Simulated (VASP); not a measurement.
# CdS (P6_3mc) in VASP: a series of runs, part 2 of 2

VASP 6.6.1. Earlier steps stand in the parts before.

### 3 Relaxation of the atoms, PBE

File INCAR:

```
  PREC = Accurate
  ENCUT = 520
  EDIFF = 1E-6
  ISMEAR = 0
  SIGMA = 0.05
  LREAL = False
  LASPH = True
  NELM = 60
  ALGO = Normal
  ISIF = 2
  LWAVE = False
  LCHARG = False
  GGA = PE
  IBRION = 2
  NSW = 80
  EDIFFG = -0.003
  LUSENCCL = False
```

File KPOINTS:

```
Automatic mesh
0
Gamma
  8 8 5
```

File POSCAR:

```
CdS
1.0
    4.1608160000      0.0000000000      0.0000000000
   -2.0804080000      3.6033723600      0.0000000000
    0.0000000000      0.0000000000      6.7130000000
Cd S
2 2
Direct
    0.3333333333      0.6666666667      0.0000000000
    0.6666666667      0.3333333333      0.5000000000
    0.3333333333      0.6666666667      0.3770000000
    0.6666666667      0.3333333333      0.8770000000
```

Potentials or basis: VASP PAW PBE potentials, release 64 (Cd, S).

Started as:

```
cat potpaw_PBE.64/Cd/POTCAR potpaw_PBE.64/S/POTCAR > POTCAR
mpirun -np 1 vasp_std > vasp.out
```

OUTCAR:

```text
PREC = Accurate
   ENCUT = 520
   EDIFF = 1E-6
   ISMEAR = 0
   LREAL = False
   LASPH = True
   NELM = 60
   ISIF = 2
   GGA = PE
   IBRION = 2
   NSW = 80
   EDIFFG = -0.003

 ion  position               nearest neighbor table
   1  0.333  0.667  0.000-   3 2.53   4 2.54   4 2.54   4 2.54
   2  0.667  0.333  0.500-   4 2.53   3 2.54   3 2.54   3 2.54
   3  0.333  0.667  0.377-   1 2.53   2 2.54   2 2.54   2 2.54
   4  0.667  0.333  0.877-   2 2.53   1 2.54   1 2.54   1 2.54

  LATTYP: Found a hexagonal cell.
 ALAT       =     4.1608160000
 C/A-ratio  =     1.6133854513

  Lattice vectors:

 A1 = (   4.1608160000,   0.0000000000,   0.0000000000)
 A2 = (  -2.0804080000,   3.6033723600,   0.0000000000)
 A3 = (   0.0000000000,   0.0000000000,   6.7130000000)

Analysis of symmetry for initial positions (statically):
=====================================================================
 Subroutine PRICEL returns:
 Original cell was already a primitive cell.

 Routine SETGRP: Setting up the symmetry group for a
 hexagonal supercell.
[... 173 lines left out ...]
  free energy    TOTEN  =       -12.26998090 eV

  energy without entropy =      -12.26998090  energy(sigma->0) =      -12.26998090

------------------------ aborting loop because EDIFF is reached ----------------------------------------

  FORCE on cell =-STRESS in cart. coord.  units (eV):
  Direction    XX          YY          ZZ          XY          YZ          ZX
  --------------------------------------------------------------------------------------
  -------------------------------------------------------------------------------------
  Total        1.2814398      1.2814398      1.7848542      0.0000000      0.0000000      0.0000000
  in kB       20.3987944     20.3987945     28.4124721      0.0000000      0.0000000      0.0000000
  external PRESSURE =      23.0700203 kB  Pullay stress =       0.0000000 kB
[... 63 lines left out ...]
--------------------------------------- Ionic step        3  -------------------------------------------

 number of electron      36.0000000 magnetization

 Free energy of the ion-electron system (eV)
  ---------------------------------------------------
  ext. energy  EPLUGINS =         0.00000000
  ---------------------------------------------------
  free energy    TOTEN  =       -12.27050918 eV

  energy without entropy =      -12.27050918  energy(sigma->0) =      -12.27050918

 E-fermi :   1.4416     XC(G=0):  -9.0769

 val. band max:        1.1817485817   @ k =   0.0000   0.0000   0.0000
 cond. band min:       2.3911921041   @ k =   0.0000   0.0000   0.0000
 fundamental gap:      1.2094435224
 Fermi energy:         1.4415897110

 k-point     1 :       0.0000    0.0000    0.0000
  band No.  band energies     occupation
      1     -11.0952      2.00000
      2     -10.6715      2.00000
      3      -6.4600      2.00000
      4      -6.4597      2.00000
      5      -6.4597      2.00000
      6      -6.3786      2.00000
[... 589 lines left out ...]
     21       6.5106      0.00000
     22       6.7875      0.00000

 [... further k-points ...]
[... 5 lines left out ...]
  --------------------------------------------------------------------------------------
  -------------------------------------------------------------------------------------
  Total        1.3646787      1.3646787      1.6227029      0.0000000     -0.0000000      0.0000000
  in kB       21.7238449     21.7238450     25.8312417      0.0000000     -0.0000000      0.0000000
  external PRESSURE =      23.0929772 kB  Pullay stress =       0.0000000 kB
[... 19 lines left out ...]
  FREE ENERGIE OF THE ION-ELECTRON SYSTEM (eV)
  ---------------------------------------------------
  free  energy   TOTEN  =       -12.2705091757 eV

  energy  without entropy=      -12.2705091757  energy(sigma->0) =      -12.27050918

 reached required accuracy - stopping structural energy minimisation
```

CONTCAR:

```text
CdS
    1.000000000000000
     4.1608159999999996    0.0000000000000000    0.0000000000000000
    -2.0804079999999998    3.6033723599999998    0.0000000000000000
     0.0000000000000000    0.0000000000000000    6.7130000000000001
  Cd              S
     2     2
Direct
     0.3333333332999970    0.6666666667000030    0.9992394291145614
     0.6666666667000030    0.3333333332999970    0.4992394291145614
     0.3333333332999970    0.6666666667000030    0.3777605708854411
     0.6666666667000030    0.3333333332999970    0.8777605708854410

  0.00000000E+00  0.00000000E+00  0.00000000E+00
  0.00000000E+00  0.00000000E+00  0.00000000E+00
  0.00000000E+00  0.00000000E+00  0.00000000E+00
  0.00000000E+00  0.00000000E+00  0.00000000E+00
```

Run time: 66 s. Hardware: 1 × NVIDIA H100 80GB with 1 thread of AMD EPYC 7R13 (Zen 3), shared host; peak memory 1.3 GiB.

What came out:

```
Free energy               : -12.2705 eV
Energy gained by relaxing : 0.1 meV/atom
Ionic steps               : 3
Pressure after relaxing   : 2.3 GPa
Band gap on the k mesh    : 1.21 eV, direct
```

The path:
```
step  energy change (eV)  largest force (eV/Å)  pressure (GPa)
   1              0.0000                0.0511            2.31
   2             -0.0004                0.0264            2.31
   3             -0.0005                0.0009            2.31
```

Final structure:
```cif
data_structure
_symmetry_space_group_name_H-M 'P 1'
_symmetry_Int_Tables_number 1
_cell_length_a 4.1608
_cell_length_b 4.1608
_cell_length_c 6.7130
_cell_angle_alpha 90.000
_cell_angle_beta 90.000
_cell_angle_gamma 120.000
_cell_volume 100.65
loop_
_atom_site_label
_atom_site_type_symbol
_atom_site_fract_x
_atom_site_fract_y
_atom_site_fract_z
_atom_site_occupancy
Cd1 Cd 0.33333 0.66667 0.99924 1
Cd2 Cd 0.66667 0.33333 0.49924 1
S1 S 0.33333 0.66667 0.37776 1
S2 S 0.66667 0.33333 0.87776 1
```

Levels at points of the mesh, in eV from the valence-band top:
```tsv
k point	band 14	band 15	band 16	band 17	band 18	band 19	band 20	band 21	band 22
(0.00, 0.00, 0.00)	-0.75	-0.75	-0.02	0.00	0.00	1.21	2.73	6.46	6.46
(0.50, 0.00, 0.00)	-3.47	-2.58	-1.85	-1.24	-0.74	3.72	3.86	5.16	6.43
```
